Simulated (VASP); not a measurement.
# NaPd (P-62m) in VASP: relaxation of cell and atoms with PBE

Aim: the relaxation of cell and atoms of NaPd with PBE.

Program: VASP 6.6.1. These are calculated values, not measurements. Logs are shortened: lines on timing, memory, paths and dates and some standing lists are left out, and cuts for length are marked.

## (1) The cell of the first run

It takes space group P-62m (No. 189, hexagonal). The conventional cell has a = 5.185 Å, b = 5.185 Å, c = 4.736 Å, α = 90.00°, β = 90.00°, γ = 120.00°. Within 3.0 Å of Na (site symmetry m2m) lie 2 Na at 2.25 Å and 2 Pd at 2.37 Å. Within 3.0 Å of Pd (site symmetry m2m) lie 2 Pd at 2.25 Å and 2 Na at 2.37 Å.

The cell was generated, and may not be a known phase.

## (2) Relaxation of cell and atoms, PBE

The input, INCAR:

```
PREC = Accurate
ENCUT = 600
EDIFF = 1E-6
ISMEAR = 0
SIGMA = 0.1
LREAL = F
LASPH = T
NELM = 100
ALGO = Normal
ISIF = 3
LWAVE = F
LCHARG = F
GGA = PE
IBRION = 2
NSW = 90
EDIFFG = -0.04
```

The input, KPOINTS:

```
Automatic mesh
0
Gamma
  6 6 4
```

The input, POSCAR:

```
NaPd
1.0
    5.1848790475      0.0000000000      0.0000000000
   -2.5924395237      4.4902369707      0.0000000000
    0.0000000000      0.0000000000      4.7355336922
Na Pd
3 3
Direct
    0.2500000000      0.0000000000      0.0000000000
    0.0000000000      0.2500000000      0.0000000000
    0.7500000000      0.7500000000      0.0000000000
    0.2500000000      0.0000000000      0.5000000000
    0.0000000000      0.2500000000      0.5000000000
    0.7500000000      0.7500000000      0.5000000000
```

Potentials or basis: VASP PAW PBE potentials, release 64 (Na_pv, Pd).

The run is started by

```sh
cat potpaw_PBE.64/Na_pv/POTCAR potpaw_PBE.64/Pd/POTCAR > POTCAR
mpirun -np 1 vasp_std > vasp.out
```

OUTCAR:

```text
PREC = Accurate
   ENCUT = 600
   EDIFF = 1E-6
   ISMEAR = 0
   LREAL = F
   LASPH = T
   NELM = 100
   ISIF = 3
   GGA = PE
   IBRION = 2
   NSW = 90
   EDIFFG = -0.04

 ion  position               nearest neighbor table
   1  0.250  0.000  0.000-   2 2.25   3 2.25   4 2.37   4 2.37
   2  0.000  0.250  0.000-   1 2.25   3 2.25   5 2.37   5 2.37
   3  0.750  0.750  0.000-   2 2.25   1 2.25   6 2.37   6 2.37
   4  0.250  0.000  0.500-   5 2.25   6 2.25   1 2.37   1 2.37   6 3.43   5 3.43   5 3.43   6 3.43

   5  0.000  0.250  0.500-   4 2.25   6 2.25   2 2.37   2 2.37   6 3.43   4 3.43   4 3.43   6 3.43

   6  0.750  0.750  0.500-   5 2.25   4 2.25   3 2.37   3 2.37   5 3.43   4 3.43   4 3.43   5 3.43

  LATTYP: Found a hexagonal cell.
 ALAT       =     5.1848790475
 C/A-ratio  =     0.9133354219

  Lattice vectors:

 A1 = (   5.1848790475,   0.0000000000,   0.0000000000)
 A2 = (  -2.5924395237,   4.4902369707,   0.0000000000)
 A3 = (   0.0000000000,   0.0000000000,   4.7355336922)

Analysis of symmetry for initial positions (statically):
=====================================================================
 Subroutine PRICEL returns:
 Original cell was already a primitive cell.

 Routine SETGRP: Setting up the symmetry group for a
 hexagonal supercell.

 Subroutine GETGRP returns: Found 12 space group operations
 (whereof 12 operations were pure point group operations)
 out of a pool of 24 trial point group operations.

The static configuration has the point symmetry D_3h.

Analysis of symmetry for dynamics (positions and initial velocities):
=====================================================================
 Subroutine PRICEL returns:
 Original cell was already a primitive cell.

 Routine SETGRP: Setting up the symmetry group for a
 hexagonal supercell.

 Subroutine GETGRP returns: Found 12 space group operations
 (whereof 12 operations were pure point group operations)
 out of a pool of 24 trial point group operations.

The dynamic configuration has the point symmetry D_3h.

 Subroutine INISYM returns: Found 12 space group operations
 (whereof 12 operations are pure point group operations),
 and found     1 'primitive' translations

----------------------------------------------------------------------------------------

                                     Primitive cell

  volume of cell :     110.2495

[... 82 lines left out ...]
 SYSTEM =  unknown system
   PREC   = accura    normal or accurate (medium, high low for compatibility)
   ISTART =      0    job   : 0-new  1-cont  2-samecut
   ICHARG =      2    charge: 1-file 2-atom 10-const
   ISPIN  =      1    spin polarized calculation?
   LNONCOLLINEAR =      F non collinear calculations
   LSORBIT =      F    spin-orbit coupling
   LASPH  =      T    aspherical Exc in radial PAW
   ENCUT  =  600.0 eV  44.10 Ry    6.64 a.u.  10.36 10.36  9.46*2*pi/ulx,y,z
   NELM   =    100;   NELMIN=  2; NELMDL= -5     # of ELM steps
   EDIFF  = 0.1E-05   stopping-criterion for ELM
   LREAL  =      F    real-space projection
   EDIFFG = -.4E-01   stopping-criterion for IOM
   NSW    =     90    number of steps for IOM
   IBRION =      2    ionic relax: 0-MD 1-quasi-New 2-CG
   NFREE  =      1    steps in history (QN), initial steepest desc. (CG)
   ISIF   =      3    stress and relaxation
   ISYM   =      2    0-nonsym 1-usesym 2-fastsym
   POTIM  = 0.5000    time-step for ionic-motion
   TEBEG  =    0.0;   TEEND  =   0.0 temperature during run
   PSTRESS=    0.0 pullay stress
   NELECT =      51.0000    total number of electrons
   NUPDOWN=      -1.0000    fix difference up-down
   EMIN   =  10.00;   EMAX   =-10.00  energy-range for DOS
   EFERMI =   0.00;   METHOD = LEGACY
   ISMEAR =     0;   SIGMA  =   0.10  broadening in eV -4-tet -1-fermi 0-gaus
   EFERMI_NEDOS =   21; number of points for ismear=-14 and -15
   IALGO  =     38    algorithm
   IMIX   =      4    mixing-type and parameters
     AMIX     =   0.40;   BMIX     =  1.00
     AMIX_MAG =   1.60;   BMIX_MAG =  1.00
  volume/ion in A,a.u.               =      18.37       124.00
  Fermi-wavevector in a.u.,A,eV,Ry     =   1.266113  2.392607 21.810727  1.603043
  Thomas-Fermi vector in A             =   2.399331
   LORBIT       =      0    0 simple, 1 ext, 2 COOP (PROOUT), +10 PAW based schemes
   GGA     = PE    functional components
   LHFCALC =     F    Hartree Fock is set to
   AEXX    =    0.0000 exact exchange contribution
   IVDW    =     0    specifies the selected vdW correction
   LEPSILON=     F    determine dielectric tensor
   LRPA    =     F    only Hartree local field effects (RPA)
 conjugate gradient relaxation of ions
 non-spin polarized calculation
 Gauss-broadening in eV      SIGMA  =   0.10
  energy-cutoff  :      600.00
  volume of cell :      110.25
 maximum number of plane-waves:      3702
 NGX is ok and might be reduce to    42
   NGX = 21   NGY = 21   NGZ = 19

--------------------------------------- Ionic step        1  -------------------------------------------

 number of electron      51.0000017 magnetization

 Free energy of the ion-electron system (eV)
  ---------------------------------------------------
  ext. energy  EPLUGINS =         0.00000000
  ---------------------------------------------------
  free energy    TOTEN  =       -12.81183395 eV

  energy without entropy =      -12.79271279  energy(sigma->0) =      -12.80227337

------------------------ aborting loop because EDIFF is reached ----------------------------------------

  FORCE on cell =-STRESS in cart. coord.  units (eV):
  Direction    XX          YY          ZZ          XY          YZ          ZX
  --------------------------------------------------------------------------------------
  -------------------------------------------------------------------------------------
  Total       17.0987796     17.0987796     23.7462468      0.0000000      0.0000000     -0.0000000
  in kB      248.4842555    248.4842555    345.0871109      0.0000000      0.0000000     -0.0000000
  external PRESSURE =     280.6852073 kB  Pullay stress =       0.0000000 kB
[... 804 lines left out ...]
     29       4.2906      0.00000
     30       4.2906      0.00000

[... ionic steps 4 to 7 ...]

--------------------------------------- Ionic step        8  -------------------------------------------

 number of electron      50.9999967 magnetization

 E-fermi :   4.6172     XC(G=0):  -9.9747
[... 775 lines left out ...]
--------------------------------------- Ionic step       10  -------------------------------------------

 number of electron      50.9999974 magnetization

 Free energy of the ion-electron system (eV)
  ---------------------------------------------------
  ext. energy  EPLUGINS =         0.00000000
  ---------------------------------------------------
  free energy    TOTEN  =       -18.77603921 eV

  energy without entropy =      -18.75842890  energy(sigma->0) =      -18.76723405

 E-fermi :   4.6799     XC(G=0): -10.0024

 val. band max:        4.6713319979   @ k =   0.3333   0.1667   0.0000
 cond. band min:       4.7559543568   @ k =   0.3333   0.1667   0.2500
 fundamental gap:      0.0846223589
 Fermi energy:         4.6799459060
[... 724 lines left out ...]
  FREE ENERGIE OF THE ION-ELECTRON SYSTEM (eV)
  ---------------------------------------------------
  free  energy   TOTEN  =       -18.7760392072 eV

  energy  without entropy=      -18.7584288982  energy(sigma->0) =      -18.76723405

 reached required accuracy - stopping structural energy minimisation
```

OSZICAR:

```text
N       E                     dE             d eps       ncg     rms          rms(c)
DAV:   1     0.547846859648E+03    0.54785E+03   -0.27922E+04  1266   0.216E+03
DAV:   2     0.311884117357E+02   -0.51666E+03   -0.49940E+03  1308   0.563E+02
DAV:   3    -0.125883876016E+02   -0.43777E+02   -0.41644E+02  1442   0.156E+02
DAV:   4    -0.138646577521E+02   -0.12763E+01   -0.12703E+01  1378   0.287E+01
[... 102 lines left out ...]
DAV:   2    -0.187761558027E+02    0.20810E-03   -0.15403E-03  1316   0.269E-01    0.721E-02
DAV:   3    -0.187760701310E+02    0.85672E-04   -0.24781E-04  1320   0.104E-01    0.329E-02
DAV:   4    -0.187760411792E+02    0.28952E-04   -0.55936E-05  1398   0.570E-02    0.794E-03
DAV:   5    -0.187760395764E+02    0.16028E-05   -0.27037E-06  1044   0.171E-02    0.295E-03
DAV:   6    -0.187760392072E+02    0.36924E-06   -0.30163E-07   630   0.473E-03
  10 F= -.18776039E+02 E0= -.18767234E+02  d E =-.797175E-01
```

It took 5.3 min on 1 thread of Intel Xeon Platinum 8559C (Emerald Rapids), shared host; peak memory 0.3 GiB.

Results:

* Free energy: -18.7760 eV
* Relaxed volume: 18.96 Å³/atom
* Relaxed cell: a = 4.949 Å, b = 4.949 Å, c = 5.364 Å, α = 90.00°, β = 90.00°, γ = 120.00°
* Space group after relaxing (to 0.1 Å): P6/mmm (No. 191)
* Energy gained by relaxing: 994.0 meV/atom
* Ionic steps: 10
* Pressure after relaxing: -0.1 GPa
* Largest force after relaxing: 0.040 eV/Å
* Band gap on the k mesh: zero (an odd number of electrons rules out a gap without spin polarisation)

Forces on the atoms (eV/Å):
```
Na   0.018  0.000  0.000
Na  -0.009  0.015  0.000
Na  -0.009 -0.015  0.000
Pd   0.040  0.000  0.000
Pd  -0.020  0.034  0.000
Pd  -0.020 -0.034  0.000
```

Stress tensor (GPa, compression positive):
```
-0.12  0.00  0.00
 0.00 -0.12  0.00
 0.00  0.00  0.08
```

The path:
```csv
step,energy change (eV),largest force (eV/Å),pressure (GPa),volume (Å³)
1,0.0000,9.1940,28.07,110.25
2,-3.5624,0.8386,-6.08,169.88
3,-4.2724,1.3330,-2.28,138.80
4,-4.8355,1.2008,-3.13,134.36
5,-5.4723,0.8797,-2.16,123.42
6,-5.8541,0.4619,0.31,113.83
7,-5.8845,0.2390,1.86,110.39
8,-5.9610,0.0165,-0.36,114.43
9,-5.9642,0.0425,-0.03,113.71
10,-5.9642,0.0398,-0.05,113.78
```

Final structure:
```xyz
6
Lattice="4.9490 0.0000 0.0000 -2.4745 4.2860 0.0000 0.0000 0.0000 5.3641" Properties=species:S:1:pos:R:3 pbc="T T T"
Na    1.6456    0.0000    0.0000
Na   -0.8228    1.4251    5.3641
Na    1.6517    2.8609    0.0000
Pd    1.6433    0.0000    2.6820
Pd   -0.8217    1.4231    2.6820
Pd    1.6529    2.8629    2.6820
```

Levels at points of the mesh, in eV from the Fermi level:
```
           k point  band 23  band 24  band 25  band 26  band 27  band 28  band 29  band 30
(0.00, 0.00, 0.00)    -1.63    -0.79    -0.79     0.32     2.12     4.02     4.03     4.03
(0.50, 0.00, 0.00)    -1.16    -0.53    -0.51     0.08     1.06     3.44     3.46     3.63
(0.00, 0.00, 0.50)    -1.48    -1.48    -0.78    -0.78     5.18     5.18     5.18     5.18
(0.50, 0.00, 0.50)    -1.16    -0.35    -0.33     0.08     0.32     0.33     1.93     3.54
```

The gap in the log of VASP goes by the Fermi energy; the results here count the filled bands.